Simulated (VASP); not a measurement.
Here is a VASP 6.6.1 calculation.

INCAR

```
SYSTEM = InP
ALGO     = Normal         ! electronic algorithm
EDIFF    = 1E-6           ! SCF threshold, eV
EDIFFG   = -0.01          ! ionic threshold
ENCUT    = 600            ! plane-wave cutoff, eV
GGA      = PE             ! functional
IBRION   = 2              ! ionic algorithm
ISIF     = 3              ! what is computed and relaxed
ISMEAR   = -1             ! smearing method
LASPH    = .TRUE.         ! aspherical terms in the spheres
LCHARG   = .FALSE.        ! write CHGCAR
LREAL    = .FALSE.        ! projectors in reciprocal space
LWAVE    = .FALSE.        ! write WAVECAR
NELM     = 60             ! most SCF steps
NSW      = 60             ! ionic steps
PREC     = Accurate       ! precision mode
SIGMA    = 0.05           ! smearing width, eV
```

KPOINTS

```
k-points
0
G
  8 8 8
  0 0 0
```

Contents of POSCAR:

```
InP
1.0
    0.0000000000      2.7688340000      2.7688340000
    2.7688340000      0.0000000000      2.7688340000
    2.7688340000      2.7688340000      0.0000000000
In P
1 1
Direct
    0.0000000000      0.0000000000      0.0000000000
    0.5000000000      0.5000000000      0.5000000000
```

Potentials or basis: VASP PAW PBE potentials, release 64 (In_d, P).

Run with:

```bash
$ cat potpaw_PBE.64/In_d/POTCAR potpaw_PBE.64/P/POTCAR > POTCAR
$ mpirun -np 1 vasp_std > vasp.out
```

(1) What does it give for the band gap on the k mesh?

Answers

(1) zero (band 9 reaches 7.34 eV, above the bottom of band 10 at 4.72 eV).

Caveat: the relaxation stopped at its first step, so nothing moved; spin-orbit coupling is left out, which moves the levels of the heavy elements.
